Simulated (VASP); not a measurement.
Write the native input for VASP 6.6.1 that does the following.

| Item | Value |
| --- | --- |
| Task | single point |
| Functional | PBE |
| Potentials or basis | VASP PAW PBE potentials, release 64 (Cu) |
| Cutoff | 520 eV |
| k mesh | 16 × 16 × 16 |
| Occupations | gaussian, width 0.15 eV |
| Spin | no spin polarisation |
| Dipole correction | no |
| Further INCAR settings | ALGO = Normal; EDIFF = 1e-06; NBANDS = 12 |

The structure of Cu lies in POSCAR:

```
Cu
1.0
    0.0000000000      1.8148741282      1.8148741282
    1.8148741282      0.0000000000      1.8148741282
    1.8148741282      1.8148741282      0.0000000000
Cu
1
Direct
    0.0000000000      0.0000000000      0.0000000000
```

One way to write it, as run:

INCAR

```
SYSTEM = Cu
ALGO     = Normal         ! electronic algorithm
EDIFF    = 1E-6           ! SCF threshold, eV
ENCUT    = 520            ! plane-wave cutoff, eV
GGA      = PE             ! functional
ISIF     = 2              ! what is computed and relaxed
ISMEAR   = 0              ! smearing method
LASPH    = .TRUE.         ! aspherical terms in the spheres
LCHARG   = .TRUE.         ! write CHGCAR
LELF     = .TRUE.         ! ELF
LREAL    = .FALSE.        ! projectors in reciprocal space
LVHAR    = .TRUE.       
LWAVE    = .FALSE.        ! write WAVECAR
NBANDS   = 12             ! bands
NELM     = 60             ! most SCF steps
PREC     = Accurate       ! precision mode
SIGMA    = 0.15           ! smearing width, eV
```

KPOINTS

```
k-points
0
G
  16 16 16
  0 0 0
```

Potentials or basis: VASP PAW PBE potentials, release 64 (Cu).

Run with:

```sh
$ cat potpaw_PBE.64/Cu/POTCAR > POTCAR
$ mpirun -np 1 vasp_std > vasp.out
```

Results of the run:

```json
{"Pressure": "0.6 GPa"}
```

Run time: 44 s on 1 thread of AMD EPYC 7R43 64-Core Processor (Zen 3), with other jobs on the host, peak memory 0.1 GiB.
